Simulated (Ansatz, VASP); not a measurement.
BaTiO3: VASP beside Ansatz

```
CELL_PARAMETERS angstrom
4.04448 0.00000 0.00000
0.00000 8.08896 0.00000
0.00000 0.00000 4.06288
ATOMIC_POSITIONS crystal
Ba 0.00000 0.00000 0.00000
Ba 0.00000 0.50000 0.00000
Ti 0.50000 0.25000 0.50000
Ti 0.50000 0.75000 0.50000
O 0.50000 0.25000 0.00000
O 0.50000 0.75000 0.00000
O 0.50000 0.00000 0.50000
O 0.50000 0.50000 0.50000
O 0.00000 0.25000 0.50000
O 0.00000 0.75000 0.50000
```

Alike in both runs: functional r2SCAN; k mesh 5 × 3 × 5; collinear spin; Hubbard terms Ti d U = 3.12 eV, J = 0.51 eV.

Ansatz relaxed the structure, and its values are those at the end. VASP's run is a single point on that final structure, the one shown.

|  | VASP | Ansatz |
| --- | --- | --- |
| version | VASP 6.6.1 | Ansatz 0.2.0 |
| potentials or method | VASP PAW PBE potentials, release 64 (Ba_sv, Ti_sv, O), cutoff 520 eV | PAW plane waves |
| occupations | methfessel-paxton of order 1, width 0.0826 eV | cold, width 0.0826 eV |
| valence electrons in the cell | 80 | 80 |

```csv
,VASP,Ansatz,Ansatz less VASP
gap on the k mesh at the Fermi level (eV),2.44,2.43,-0.011
pressure (GPa),-3.4,-6.2,-2.80
net moment per atom (μB),0.00,0.00,0.000
```

VASP's potentials were made for PBE, not for r2SCAN. The programs project onto different local orbitals, so the same U acts differently, and such runs can settle in different states. Ansatz's warnings: no starting moments, stress scf threshold loose.

Spin-orbit coupling is off throughout.
